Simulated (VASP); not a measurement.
# Si8NO14 (a cell with a defect) in VASP: further runs

Si8NO14 (a cell with a defect) is run at these levels: r2SCAN; tasks: single point.

Everything below comes from runs of VASP 6.6.1. Logs are shortened: lines on timing, memory, paths and dates and some standing lists are left out, and cuts for length are marked.

## Step 1: The cell of the first run

The cell holds a defect, 23 atoms: a = 7.046 Å, b = 7.046 Å, c = 6.963 Å, α = 90.00°, β = 90.00°, γ = 90.00°.

## Step 2: Single point, r2SCAN, collinear spin, ferromagnetic start

Input file POSCAR:

```
Si8NO14
1.0
   -4.9820000000     -4.9820000000      0.0000000000
    4.9820000000     -4.9820000000      0.0000000000
    0.0000000000      0.0000000000      6.9630000000
Si O N
8 14 1
Direct
    0.2202558210      0.4950051184      0.0361744938
   -0.0139714974      0.2162480931      0.2973265834
    0.7558880971      0.5042461863      0.5376247307
    0.0366986150      0.7721578683      0.7491657332
    0.7472139703     -0.0031756323     -0.0255556513
    0.5254639703      0.7290223806      0.2266979750
    0.2426684063      0.0343179446      0.4483198334
    0.4646303693      0.2758957246      0.7530091914
    0.4023696307      0.5445107387      0.1680004308
    0.8314186070      0.3072172822      0.4454278328
    0.5893597953      0.4569856483      0.6895342525
    0.1424895624      0.6881326776      0.9372751687
    0.9324421919      0.5961868727      0.6491055579
    0.6767391610      0.6583343035      0.3861660204
    0.0650065235      0.3964021477      0.1732362487
    0.2814457045      0.3443899037      0.8732075255
    0.8637346447      0.0828964271      0.1532961367
    0.1797378563      0.8673059012      0.5968176074
    0.5916001606      0.1402986752      0.8880906219
    0.3867563228      0.1760248896      0.5600297286
    0.6440691489      0.8046675030      0.0441463450
    0.8923730430      0.9402622441      0.8056422519
    0.3699298475     -0.0955428543      0.2853909235
```

Input file INCAR.step1:

```
SYSTEM = Si8NO14
ALGO     = Normal         ! electronic algorithm
EDIFF    = 1E-4           ! SCF threshold, eV
ENCUT    = 520            ! plane-wave cutoff, eV
GGA      = PE             ! functional
ISMEAR   = 0              ! smearing method
ISPIN    = 2              ! spin polarisation
LASPH    = .True.         ! aspherical terms in the spheres
LCHARG   = .False.        ! write CHGCAR
LREAL    = Auto         
LWAVE    = .True.         ! write WAVECAR
MAGMOM   = 0 0 0 0 0 0 0 0 0 0 0 0 0 0 0 0 0 0 0 0 0 0 0.54 ! initial moments
NBANDS   = 82             ! bands
NELM     = 150            ! most SCF steps
PREC     = Accurate       ! precision mode
SIGMA    = 0.05           ! smearing width, eV
```

Input file INCAR.step2:

```
SYSTEM = Si8NO14
ALGO     = Normal         ! electronic algorithm
EDIFF    = 1E-6           ! SCF threshold, eV
ENCUT    = 520            ! plane-wave cutoff, eV
ISIF     = 2              ! what is computed and relaxed
ISMEAR   = 0              ! smearing method
ISPIN    = 2              ! spin polarisation
ISTART   = 1            
LASPH    = .True.         ! aspherical terms in the spheres
LCHARG   = .False.        ! write CHGCAR
LMIXTAU  = .True.       
LORBIT   = 11             ! projections on sites
LREAL    = Auto         
LWAVE    = .False.        ! write WAVECAR
MAGMOM   = 0 0 0 0 0 0 0 0 0 0 0 0 0 0 0 0 0 0 0 0 0 0 0.54 ! initial moments
METAGGA  = R2SCAN         ! meta-GGA
NBANDS   = 82             ! bands
NELM     = 150            ! most SCF steps
PREC     = Accurate       ! precision mode
SIGMA    = 0.05           ! smearing width, eV
```

Input file KPOINTS:

```
k-points
0
Gamma
  2 2 2
  0 0 0
```

Potentials or basis: VASP PAW PBE potentials, release 64 (Si, O, N).

On the command line:

```bash
$ cat potpaw_PBE.64/Si/POTCAR potpaw_PBE.64/O/POTCAR potpaw_PBE.64/N/POTCAR > POTCAR
$ cp INCAR.step1 INCAR
$ mpirun -np 1 vasp_std > vasp.out
$ cp INCAR.step2 INCAR
$ mpirun -np 1 vasp_std > vasp.out
```

OUTCAR:

```text
SYSTEM = Si8NO14
   EDIFF = 1E-6
   ENCUT = 520
   ISIF = 2
   ISMEAR = 0
   ISPIN = 2
   ISTART = 1
   LASPH = .True.
   LORBIT = 11
   LREAL = Auto
   METAGGA = R2SCAN
   NELM = 150
   PREC = Accurate

 ion  position               nearest neighbor table
   1  0.220  0.495  0.036-  15 1.61  16 1.61   9 1.62  12 1.62   6 3.02   8 3.04   4 3.08   2 3.14

   2  0.986  0.216  0.297-  17 1.62  10 1.63  15 1.63   7 2.45   3 3.09   1 3.14
   3  0.756  0.504  0.538-  13 1.60  14 1.61  11 1.61  10 1.62   8 3.01   2 3.09   4 3.11   6 3.14

   4  0.037  0.772  0.749-  13 1.60  18 1.61  22 1.61  12 1.62   5 3.02   1 3.08   3 3.11   7 3.15

   5  0.747  0.997  0.974-  19 1.61  22 1.61  17 1.61  21 1.61   6 3.01   4 3.02
   6  0.525  0.729  0.227-  21 1.61   9 1.62  14 1.62  23 1.70   5 3.01   1 3.02   3 3.14
   7  0.243  0.034  0.448-  20 1.62  18 1.63  23 1.71   2 2.45   8 3.14   4 3.15
   8  0.465  0.276  0.753-  11 1.61  19 1.61  16 1.61  20 1.61   3 3.01   1 3.04   7 3.14
   9  0.402  0.545  0.168-   6 1.62   1 1.62
  10  0.831  0.307  0.445-   3 1.62   2 1.63
  11  0.589  0.457  0.690-   8 1.61   3 1.61
  12  0.142  0.688  0.937-   4 1.62   1 1.62
  13  0.932  0.596  0.649-   4 1.60   3 1.60
  14  0.677  0.658  0.386-   3 1.61   6 1.62
  15  0.065  0.396  0.173-   1 1.61   2 1.63
  16  0.281  0.344  0.873-   8 1.61   1 1.61
  17  0.864  0.083  0.153-   5 1.61   2 1.62
  18  0.180  0.867  0.597-   4 1.61   7 1.63
  19  0.592  0.140  0.888-   5 1.61   8 1.61
  20  0.387  0.176  0.560-   8 1.61   7 1.62
  21  0.644  0.805  0.044-   5 1.61   6 1.61
  22  0.892  0.940  0.806-   5 1.61   4 1.61
  23  0.370  0.904  0.285-   6 1.70   7 1.71

  LATTYP: Found a simple tetragonal cell.
 ALAT       =     7.0456119677
 C/A-ratio  =     0.9882746924

  Lattice vectors:

 A1 = (  -4.9820000000,  -4.9820000000,   0.0000000000)
 A2 = (   4.9820000000,  -4.9820000000,   0.0000000000)
 A3 = (   0.0000000000,   0.0000000000,   6.9630000000)

Analysis of symmetry for initial positions (statically):
=====================================================================
 Subroutine PRICEL returns:
 Original cell was already a primitive cell.

 Routine SETGRP: Setting up the symmetry group for a
 simple tetragonal supercell.

 Subroutine GETGRP returns: Found  1 space group operations
 (whereof  1 operations were pure point group operations)
 out of a pool of 16 trial point group operations.

The static configuration has the point symmetry C_1 .

Analysis of symmetry for dynamics (positions and initial velocities):
=====================================================================
 Subroutine PRICEL returns:
 Original cell was already a primitive cell.

 Routine SETGRP: Setting up the symmetry group for a
 simple tetragonal supercell.

 Subroutine GETGRP returns: Found  1 space group operations
 (whereof  1 operations were pure point group operations)
 out of a pool of 16 trial point group operations.

The dynamic configuration has the point symmetry C_1 .

Analysis of structural, dynamic, and magnetic symmetry:
=====================================================================
 Subroutine PRICEL returns:
 Original cell was already a primitive cell.

 Routine SETGRP: Setting up the symmetry group for a
 simple tetragonal supercell.

 Subroutine GETGRP returns: Found  1 space group operations
 (whereof  1 operations were pure point group operations)
 out of a pool of 16 trial point group operations.

The overall configuration has the point symmetry C_1 .

 Subroutine INISYM returns: Found  1 space group operations
 (whereof  1 operations are pure point group operations),
 and found     1 'primitive' translations

----------------------------------------------------------------------------------------

                                     Primitive cell

  volume of cell :     345.6478

  direct lattice vectors                    reciprocal lattice vectors
    -4.982000000 -4.982000000  0.000000000    -0.100361301 -0.100361301  0.000000000
     4.982000000 -4.982000000  0.000000000     0.100361301 -0.100361301  0.000000000
     0.000000000  0.000000000  6.963000000     0.000000000  0.000000000  0.143616257

  length of vectors
     7.045611968  7.045611968  6.963000000     0.141932313  0.141932313  0.143616257
[... 93 lines left out ...]
   ions per type =               8  14   1
   NGX,Y,Z   is equivalent  to a cutoff of  12.74, 12.74, 12.89 a.u.
   NGXF,Y,Z  is equivalent  to a cutoff of  25.48, 25.48, 25.79 a.u.
 SYSTEM =  Si8NO14
   PREC   = accura    normal or accurate (medium, high low for compatibility)
   ISTART =      1    job   : 0-new  1-cont  2-samecut
   ICHARG =      0    charge: 1-file 2-atom 10-const
   ISPIN  =      2    spin polarized calculation?
   LNONCOLLINEAR =      F non collinear calculations
   LSORBIT =      F    spin-orbit coupling
   LASPH  =      T    aspherical Exc in radial PAW
   ENCUT  =  520.0 eV  38.22 Ry    6.18 a.u.  13.10 13.10 12.95*2*pi/ulx,y,z
   NELM   =    150;   NELMIN=  2; NELMDL=  0     # of ELM steps
   EDIFF  = 0.1E-05   stopping-criterion for ELM
   LREAL  =      T    real-space projection
   EDIFFG = 0.1E-04   stopping-criterion for IOM
   NSW    =      0    number of steps for IOM
   IBRION =     -1    ionic relax: 0-MD 1-quasi-New 2-CG
   NFREE  =      0    steps in history (QN), initial steepest desc. (CG)
   ISIF   =      2    stress and relaxation
   ISYM   =      2    0-nonsym 1-usesym 2-fastsym
   POTIM  = 0.5000    time-step for ionic-motion
   TEBEG  =    0.0;   TEEND  =   0.0 temperature during run
   PSTRESS=    0.0 pullay stress
   NELECT =     121.0000    total number of electrons
   NUPDOWN=      -1.0000    fix difference up-down
   EMIN   =  10.00;   EMAX   =-10.00  energy-range for DOS
   EFERMI =   0.00;   METHOD = LEGACY
   ISMEAR =     0;   SIGMA  =   0.05  broadening in eV -4-tet -1-fermi 0-gaus
   EFERMI_NEDOS =   21; number of points for ismear=-14 and -15
   IALGO  =     38    algorithm
   IMIX   =      4    mixing-type and parameters
     AMIX     =   0.40;   BMIX     =  1.00
     AMIX_MAG =   1.60;   BMIX_MAG =  1.00
  volume/ion in A,a.u.               =      15.03       101.42
  Fermi-wavevector in a.u.,A,eV,Ry     =   1.153786  2.180340 18.112383  1.331223
  Thomas-Fermi vector in A             =   2.290428
   LORBIT       =     11    0 simple, 1 ext, 2 COOP (PROOUT), +10 PAW based schemes
   METAGGA = R2SCAN    functional components
   LHFCALC =     F    Hartree Fock is set to
   AEXX    =    0.0000 exact exchange contribution
   IVDW    =     0    specifies the selected vdW correction
   LEPSILON=     F    determine dielectric tensor
   LRPA    =     F    only Hartree local field effects (RPA)
 spin polarized calculation
 Gauss-broadening in eV      SIGMA  =   0.05
  energy-cutoff  :      520.00
  volume of cell :      345.65
 maximum number of plane-waves:      9336
 NGX is ok and might be reduce to    54
   NGX = 27   NGY = 27   NGZ = 25

 number of electron     121.0000000 magnetization       1.0000000

 Free energy of the ion-electron system (eV)
  ---------------------------------------------------
  ext. energy  EPLUGINS =         0.00000000
  ---------------------------------------------------
  free energy    TOTEN  =      -224.66364357 eV

  energy without entropy =     -224.66364357  energy(sigma->0) =     -224.66364357

 E-fermi :   0.8096     XC(G=0):  -8.7072

 val. band max:        0.5841043571   @ k =   0.5000   0.0000   0.0000
 cond. band min:       2.1624998099   @ k =   0.5000   0.5000   0.0000
 fundamental gap:      1.5783954527
 Fermi energy:         0.8096320085

 spin component 1

 k-point     1 :       0.0000    0.0000    0.0000
  band No.  band energies     occupation
      1     -20.7766      1.00000
      2     -20.0328      1.00000
      3     -19.9663      1.00000
      4     -19.9579      1.00000
      5     -19.8962      1.00000
      6     -19.6729      1.00000
[... 589 lines left out ...]
     71       9.4508      0.00000
     72       9.6025      0.00000
 Fermi energy:         0.8096320085

 spin component 2

 k-point     1 :       0.0000    0.0000    0.0000
  band No.  band energies     occupation
      1     -20.7624      1.00000
      2     -20.0158      1.00000
      3     -19.9532      1.00000
      4     -19.9362      1.00000
      5     -19.8871      1.00000
      6     -19.6561      1.00000
[... 589 lines left out ...]
     71       9.5020      0.00000
     72       9.6516      0.00000
 [bands above 72 left out]

------------------------ aborting loop because EDIFF is reached ----------------------------------------

  FORCE on cell =-STRESS in cart. coord.  units (eV):
  Direction    XX          YY          ZZ          XY          YZ          ZX
  --------------------------------------------------------------------------------------
  -------------------------------------------------------------------------------------
  Total       -4.9435393      4.2813586      0.3635178      0.2195023      0.0954476      4.7772798
  in kB      -22.9147295     19.8453310      1.6850097      1.0174564      0.4424272     22.1440689
  external PRESSURE =      -0.4614629 kB  Pullay stress =       0.0000000 kB

 VOLUME and BASIS-vectors are now :
 -----------------------------------------------------------------------------
  energy-cutoff  :      520.00
  volume of cell :      345.65
      direct lattice vectors                 reciprocal lattice vectors
    -4.982000000 -4.982000000  0.000000000    -0.100361301 -0.100361301  0.000000000
     4.982000000 -4.982000000  0.000000000     0.100361301 -0.100361301  0.000000000
     0.000000000  0.000000000  6.963000000     0.000000000  0.000000000  0.143616257

 POSITION                                       TOTAL-FORCE (eV/Angst)
 -----------------------------------------------------------------------------------
      1.36880     -3.56343      0.25188         0.020653      0.019283      0.015414
     -3.83505     -5.98974      2.07029        -0.040065      0.016176      0.034105
     -1.25368     -6.27799      3.74348         0.003452     -0.015691      0.020951
      3.66406     -4.02972      5.21644        -0.012909     -0.013989     -0.006611
      1.24356     -8.68880      6.78506         0.010729     -0.016319     -0.020703
      1.01413     -6.24985      1.57850         0.020898     -0.005478      0.016699
[... 15 lines left out ...]
      0.23858     -9.13019      5.60969         0.013632     -0.002670      0.003833
      2.66301     -6.34900      1.98718         0.014961      0.021580     -0.007496
 -----------------------------------------------------------------------------------
    total drift:                               -0.012031      0.004932     -0.024622

  FREE ENERGIE OF THE ION-ELECTRON SYSTEM (eV)
  ---------------------------------------------------
  free  energy   TOTEN  =      -224.6636435736 eV

  energy  without entropy=     -224.6636435736  energy(sigma->0) =     -224.66364357

 total charge

# of ion       s       p       d       tot
------------------------------------------
    1        0.636   1.003   0.000   1.639
    2        0.660   0.938   0.000   1.598
    3        0.634   1.004   0.000   1.638
    4        0.636   1.010   0.000   1.645
    5        0.633   1.006   0.000   1.639
    6        0.643   1.005   0.000   1.649
[... 15 lines left out ...]
   22        1.559   3.731   0.000   5.290
   23        1.263   2.523   0.000   3.786
--------------------------------------------------
tot         28.195  62.588   0.000  90.783

 magnetization (x)

# of ion       s       p       d       tot
------------------------------------------
    1       -0.000  -0.000   0.000  -0.000
    2       -0.001  -0.001   0.000  -0.003
    3       -0.000  -0.000   0.000  -0.000
    4        0.001   0.001   0.000   0.002
    5       -0.000  -0.000   0.000  -0.000
    6       -0.005  -0.009   0.000  -0.014
[... 15 lines left out ...]
   22        0.000   0.002   0.000   0.002
   23        0.025   0.560   0.000   0.585
--------------------------------------------------
tot          0.022   0.650   0.000   0.673
```

It took 57 min on 1 thread of Oxide Virtual Turin-like, shared host; peak memory 0.72 GiB.

What came out:

```
Free energy                                           : -224.6636 eV
Pressure                                              : 0.0 GPa
Largest force                                         : 0.055 eV/Å
Band gap on the k mesh                                : 1.58 eV
Net moment                                            : 1.00 μB per cell
Site moments                                          : Si -0.00, +0.00, -0.01 (each value once); O +0.03, -0.00, +0.00, +0.04, +0.01 (each value once); N +0.58 μB
Valence electrons inside the program's atomic spheres : Si 1.64, 1.60, 1.65, 1.62 (each value once); O 5.28, 5.27, 5.30, 5.29 (each value once); N 3.79
```

Forces on the atoms (eV/Å):
```
Si   0.021  0.019  0.015
Si  -0.040  0.016  0.034
Si   0.003 -0.016  0.021
Si  -0.013 -0.014 -0.007
Si   0.011 -0.016 -0.021
Si   0.021 -0.005  0.017
Si  -0.008 -0.017 -0.045
Si   0.000  0.015 -0.008
O   -0.010  0.001  0.014
O   -0.003 -0.004  0.001
O    0.005 -0.005 -0.002
O   -0.004  0.007  0.000
O   -0.001 -0.001  0.004
O   -0.012  0.011  0.002
O   -0.015  0.007  0.000
O    0.002 -0.002  0.001
O   -0.001  0.002 -0.006
O   -0.002  0.006 -0.013
O    0.003 -0.011  0.001
O    0.012 -0.004 -0.011
O    0.001 -0.007  0.007
O    0.014 -0.003  0.004
N    0.015  0.022 -0.007
```

Caveat: the k points lie up to 0.45 Å⁻¹ apart; the PAW data sets were made with another functional, which shifts forces and pressure a little.

[end of part 1 of 2]
